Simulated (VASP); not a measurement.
Set up this calculation in VASP 6.6.1, as the native input.

```yaml
Task: relaxation of cell and atoms
Functional: PBE
Potentials_or_basis: VASP PAW PBE potentials, release 64 (Si, B, W_sv)
Cutoff: 600 eV
k_mesh: 6 × 6 × 4
Occupations: gaussian, width 0.1 eV
Spin: no spin polarisation
Dipole_correction: no
Further_INCAR_settings: ALGO = Normal; EDIFF = 1e-07; IBRION = 2; EDIFFG = -0.04; NSW = 90; ISIF = 3
```

The structure of SiB4W lies in POSCAR:

```
SiB4W
1.0
    3.1286723400      0.0000000000      0.0000000000
   -1.5643361700      2.7095097200      0.0000000000
    0.0000000000      0.0000000000      6.3600091300
Si B W
1 4 1
Direct
    0.0000000000      0.0000000000      0.5000000000
    0.3333333300      0.6666666700      0.7595900300
    0.3333333300      0.6666666700      0.2404099700
    0.6666666700      0.3333333300      0.7595900300
    0.6666666700      0.3333333300      0.2404099700
    0.0000000000      0.0000000000      0.0000000000
```

The cell was built from a structure type or drawn by symmetry, and may not be a known phase.

One way to write it, as run:

INCAR

```
ALGO     = Normal         # electronic algorithm
EDIFF    = 1E-7           # SCF threshold, eV
EDIFFG   = -0.04          # ionic threshold
ENCUT    = 600            # plane-wave cutoff, eV
GGA      = PE             # functional
IBRION   = 2              # ionic algorithm
ISIF     = 3              # what is computed and relaxed
ISMEAR   = 0              # smearing method
LASPH    = True           # aspherical terms in the spheres
LCHARG   = False          # write CHGCAR
LREAL    = False          # projectors in reciprocal space
LWAVE    = False          # write WAVECAR
NELM     = 80             # most SCF steps
NSW      = 90             # ionic steps
PREC     = Accurate       # precision mode
SIGMA    = 0.1            # smearing width, eV
```

KPOINTS

```
k-points
0
Gamma
  6 6 4
```

Potentials or basis: VASP PAW PBE potentials, release 64 (Si, B, W_sv).

The run is started by

```sh
$ cat potpaw_PBE.64/Si/POTCAR potpaw_PBE.64/B/POTCAR potpaw_PBE.64/W_sv/POTCAR > POTCAR
$ mpirun -np 1 vasp_std > vasp.out
```

It gave:

```yaml
Relaxed_volume: 9.04 Å³/atom
Relaxed_cell: a = 3.005 Å, b = 3.005 Å, c = 6.937 Å, α = 90.00°, β = 90.00°, γ = 120.00°
Space_group_after_relaxing_to_0.1_Å: P6/mmm (No. 191)
Energy_gained_by_relaxing: 130.1 meV/atom
Ionic_steps: 3
Pressure_after_relaxing: 0.4 GPa
Largest_force_after_relaxing: 0.011 eV/Å
Band_gap_on_the_k_mesh: zero (bands 15 and 16 overlap by 1.89 eV)
```

Caveat: the k points lie up to 0.40 Å⁻¹ apart in the final cell, too coarse for converged energies and pressures of a metal; spin-orbit coupling is left out, which moves the levels of the heavy elements.

Run time: 38 s on 1 thread of Intel(R) Xeon(R) 6975P-C (Granite Rapids), with other jobs on the host, peak memory 0.21 GiB.
